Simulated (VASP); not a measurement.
Crystal: Sn.

```
Sn
1.0
    -1.89114    1.89779    1.87320
     1.89711   -1.92154    1.90292
     1.88324    1.91364   -1.89694
Sn
1
Direct
  0.00000 0.00000 0.00000
```

* Program: VASP 6.6.1
* Task: relaxation of cell and atoms
* Functional: LDA
* Potentials or basis: VASP PAW LDA potentials, release 64 (Sn_d)
* Cutoff: 600 eV
* k mesh: 10 × 10 × 10
* Occupations: fermi-dirac, width 0.05 eV
* Spin: no spin polarisation

At the start: pressure -3.4 GPa; volume 27.20 Å³/atom.

Where does the relaxation end?

Over 42 steps the energy falls by 32.7 meV/atom and the volume is 25.49 Å³/atom (-6.3 %); space group Im-3m (No. 229, to 0.1 Å) before, I4/mmm (No. 139, to 0.1 Å).

Step by step:
```
step  energy change (eV)  largest force (eV/Å)  pressure (GPa)  volume (Å³)
   1              0.0000                0.0000           -3.36        27.20
   3             -0.0211                0.0000            0.01        25.36
   5             -0.0213                0.0000            0.00        25.40
   7             -0.0205                0.0000           -1.25        26.06
   9             -0.0216                0.0000           -0.62        25.70
  11             -0.0219                0.0000           -0.69        25.76
  13             -0.0223                0.0000           -0.72        25.80
  15             -0.0237                0.0000            0.14        25.47
  17             -0.0241                0.0000            0.09        25.48
  19             -0.0272                0.0000            0.61        25.27
  21             -0.0290                0.0000            0.29        25.38
  23             -0.0299                0.0000           -0.04        25.51
  25             -0.0317                0.0000            0.38        25.33
  27             -0.0317                0.0000            0.45        25.30
  29             -0.0321                0.0000            0.20        25.40
  31             -0.0322                0.0000            0.14        25.45
  33             -0.0324                0.0000           -0.14        25.57
  35             -0.0326                0.0000            0.07        25.45
  37             -0.0326                0.0000            0.04        25.49
  39             -0.0326                0.0000            0.05        25.47
  41             -0.0327                0.0000           -0.02        25.50
  42             -0.0327                0.0000           -0.02        25.49
```

Final structure:
```xyz
1
Lattice="-1.9093 1.9098 1.7688 1.9144 -1.9163 1.7622 1.8839 1.8915 -1.7635" Properties=species:S:1:pos:R:3 pbc="T T T"
Sn    0.0000    0.0000    0.0000
```
